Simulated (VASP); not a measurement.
**LiBr: single point with PBEsol**

Crystal: LiBr.

```
Li Br
1.0
     0.00000    2.72343    2.72343
     2.72343    0.00000    2.72343
     2.72343    2.72343    0.00000
Li Br
1 1
Direct
  0.00000 0.00000 0.00000
  0.50000 0.50000 0.50000
```

- Program: VASP 6.6.1
- Task: single point
- Functional: PBEsol
- Potentials or basis: VASP PAW PBE potentials, release 64 (Li_sv, Br)
- Cutoff: 750 eV
- k mesh: 8 × 8 × 8
- Occupations: gaussian, width 0.01 eV
- Spin: no spin polarisation
- Dipole correction: no
- Further INCAR settings: ALGO = Normal; EDIFF = 1e-06; NBANDS = 12

```yaml
Pressure: -0.6 GPa
Band_gap_on_the_k_mesh: 4.90 eV
```

Levels at points of the mesh, in eV from the valence-band top:
| k point | band 2 | band 3 | band 4 | band 5 | band 6 | band 7 | band 8 | band 9 |
| --- | --- | --- | --- | --- | --- | --- | --- | --- |
| (0.00, 0.00, 0.00) | -13.56 | 0.00 | 0.00 | 0.00 | 4.90 | 10.41 | 10.41 | 10.41 |
| (0.50, 0.00, 0.00) | -13.05 | -3.06 | -0.28 | -0.28 | 5.47 | 8.03 | 8.03 | 11.95 |
| (0.50, 0.50, 0.00) | -12.84 | -3.07 | -1.21 | -1.21 | 6.20 | 6.89 | 11.73 | 12.55 |

Wall time 41 s on 1 thread of Intel Xeon 8259CL, with other jobs on the host, peak memory 0.21 GiB.

Caveat: the PAW data sets were made with another functional, which shifts forces and pressure a little.
